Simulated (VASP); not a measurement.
The system is In2GaP3.

```
In Ga P
1.0
     2.69881    1.55816    5.54995
    -2.69881    1.55816    5.54995
     0.00000   -3.11632    5.54995
In Ga P
2 1 3
Direct
  0.19042 0.19042 0.19042
  0.80958 0.80958 0.80958
  0.00000 0.00000 0.00000
  0.50000 0.50000 0.00000
  0.00000 0.50000 0.50000
  0.50000 0.00000 0.50000
```

```yaml
Program: VASP 6.6.1
Task: relaxation of cell and atoms
Functional: PBE
Potentials_or_basis: VASP PAW PBE potentials, release 64 (In_d, Ga_d, P)
Cutoff: 600 eV
k_mesh: 6 × 6 × 6
Occupations: gaussian, width 0.1 eV
Spin: no spin polarisation
```

At the start: pressure -1.1 GPa; volume 23.34 Å³/atom.

Task: How do energy, volume and symmetry change on relaxing?

Result: Over 9 steps the energy falls by 4.2 meV/atom and the volume is 23.05 Å³/atom (-1.2 %); space group R-3m (No. 166, to 0.05 Å).

The path:
```csv
step,energy change (eV),largest force (eV/Å),pressure (GPa),volume (Å³)
1,0.0000,0.0817,-1.10,140.03
2,-0.0197,0.0122,0.10,136.80
3,-0.0199,0.0049,0.23,136.47
4,-0.0219,0.0406,0.14,136.89
5,-0.0225,0.0646,0.07,137.18
6,-0.0221,0.1116,-0.03,137.75
7,-0.0226,0.0800,0.03,137.35
8,-0.0233,0.0687,0.03,137.59
9,-0.0249,0.0361,-0.03,138.29
```

Final structure:
```
In Ga P
1.0
     2.66124    1.53647    5.63661
    -2.66124    1.53647    5.63661
     0.00000   -3.07294    5.63661
In Ga P
2 1 3
Cartesian
  0.0000 0.0000 3.2455
  0.0000 0.0000 13.6643
  0.0000 0.0000 0.0000
  0.0000 1.5365 5.6366
  -1.3306 -0.7682 5.6366
  1.3306 -0.7682 5.6366
```

Caveat: spin-orbit coupling is left out, which moves the levels of the heavy elements.
